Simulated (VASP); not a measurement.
A run of VASP 6.6.1 is set up as follows.

The input INCAR:

```
  PREC = Accurate
  ENCUT = 520
  EDIFF = 1E-6
  ISMEAR = 0
  SIGMA = 0.05
  LREAL = F
  LASPH = T
  NELM = 80
  ALGO = Normal
  ISIF = 2
  LWAVE = F
  LCHARG = F
  GGA = CA
  NBANDS = 21
```

The input KPOINTS:

```
Automatic mesh
0
Gamma
  8 8 6
```

Contents of POSCAR:

```
AlGaN2
1.0
    3.1677651707      0.0000000000      0.0000000000
    0.0000000000      3.1677651707      0.0000000000
    0.0000000000      0.0000000000      4.0702614678
Al Ga N
1 1 2
Direct
    0.5000000000      0.5000000000      0.5000000000
    0.0000000000      0.0000000000      0.0000000000
    0.5000000000      0.0000000000      0.7382864681
    0.0000000000      0.5000000000      0.2617135319
```

Potentials or basis: VASP PAW LDA potentials, release 64 (Al, Ga_d, N).

Command:

```console
$ cat potpaw_LDA.64/Al/POTCAR potpaw_LDA.64/Ga_d/POTCAR potpaw_LDA.64/N/POTCAR > POTCAR
$ mpirun -np 1 vasp_std > vasp.out
```

(1) Predict the pressure.

(2) Predict the band gap on the k mesh.

Answers

(1) 9.2 GPa.

(2) 3.35 eV.

Caveat: the cell stands under pressure.
